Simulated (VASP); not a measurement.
Here is a VASP 6.6.1 calculation.

Contents of POSCAR:

```
Al2Ru
1.0
    3.0281658944      0.0000000000      0.0000000000
    0.0000000000      3.0281658944      0.0000000000
    0.0000000000      0.0000000000      8.6743695236
Al Ru
4 2
Direct
    0.5000000000      0.5000000000      0.1569793980
    0.0000000000      0.0000000000      0.3430206020
    0.0000000000      0.0000000000      0.6569793980
    0.5000000000      0.5000000000      0.8430206020
    0.0000000000      0.0000000000      0.0000000000
    0.5000000000      0.5000000000      0.5000000000
```

Contents of INCAR.step1:

```
SYSTEM = Al2Ru
ALGO = Normal
EDIFF = 1E-4
ENCUT = 520
GGA = PE
ISMEAR = 0
LASPH = .TRUE.
LCHARG = .FALSE.
LREAL = .FALSE.
LWAVE = .TRUE.
NBANDS = 29
NELM = 60
PREC = Accurate
SIGMA = 0.1
```

File INCAR.step2:

```
SYSTEM = Al2Ru
ALGO = Normal
EDIFF = 1E-7
ENCUT = 520
ISIF = 2
ISMEAR = 0
ISTART = 1
LASPH = .TRUE.
LCHARG = .FALSE.
LMIXTAU = .TRUE.
LREAL = .FALSE.
LWAVE = .FALSE.
METAGGA = R2SCAN
NBANDS = 29
NELM = 60
PREC = Accurate
SIGMA = 0.1
```

Contents of KPOINTS:

```
k-points
0
G
  12 12 4
  0 0 0
```

Potentials or basis: VASP PAW PBE potentials, release 64 (Al, Ru_pv).

Command:

```console
$ cat potpaw_PBE.64/Al/POTCAR potpaw_PBE.64/Ru_pv/POTCAR > POTCAR
$ cp INCAR.step1 INCAR
$ mpirun -np 1 vasp_std > vasp.out
$ cp INCAR.step2 INCAR
$ mpirun -np 1 vasp_std > vasp.out
```

Estimate the band gap on the k mesh.

0.07 eV.

What does it give for the largest force?

0.015 eV/Å.

Predict the pressure.

7.5 GPa.

Stress tensor (GPa, compression positive):
```
11.31  0.00  0.00
 0.00 11.31  0.00
 0.00  0.00 -0.16
```

Caveat: the cell differs from its parent crystal (biaxial strain in the a-b plane: -3.0 %, then relaxed in part); the PAW data sets were made with another functional, which shifts forces and pressure a little. A k mesh can miss the band edges.
